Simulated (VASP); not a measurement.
Zr4Ag, 5 atoms in the cell. It takes space group F-43m (No. 216, cubic). Conventional cell: a = 8.111 Å, b = 8.111 Å, c = 8.111 Å, α = 90.00°, β = 90.00°, γ = 90.00°. Within 3.7 Å of Zr (site symmetry 3m) lie 6 Zr at 2.83 to 2.91 Å and 3 Ag at 3.36 Å. Ag (site symmetry -43m) has 12 Zr at 3.36 Å within 4.4 Å. 

- Program: VASP 6.6.1
- Task: single point
- Functional: PBE
- Potentials or basis: VASP PAW PBE potentials, release 64 (Zr_sv, Ag)
- Cutoff: 520 eV
- k mesh: 4 × 4 × 4
- Occupations: gaussian, width 0.2 eV
- Spin: no spin polarisation
- Dipole correction: no
- Further INCAR settings: ALGO = Normal; EDIFF = 1e-07; NBANDS = 38

Potentials or basis: VASP PAW PBE potentials, release 64 (Zr_sv, Ag).

Command:

```bash
$ cat potpaw_PBE.64/Zr_sv/POTCAR potpaw_PBE.64/Ag/POTCAR > POTCAR
$ mpirun -np 1 vasp_std > vasp.out
```

Hardware: 1 thread of Intel(R) Xeon(R) Platinum 8488C (Sapphire Rapids), with other jobs on the host.

**Question.** Estimate the wall time of this run.

**Answer.** Wall time 86 s on 1 thread of Intel(R) Xeon(R) Platinum 8488C (Sapphire Rapids), with other jobs on the host, peak memory 0.32 GiB. Counts: scf iterations 16, k points 8.
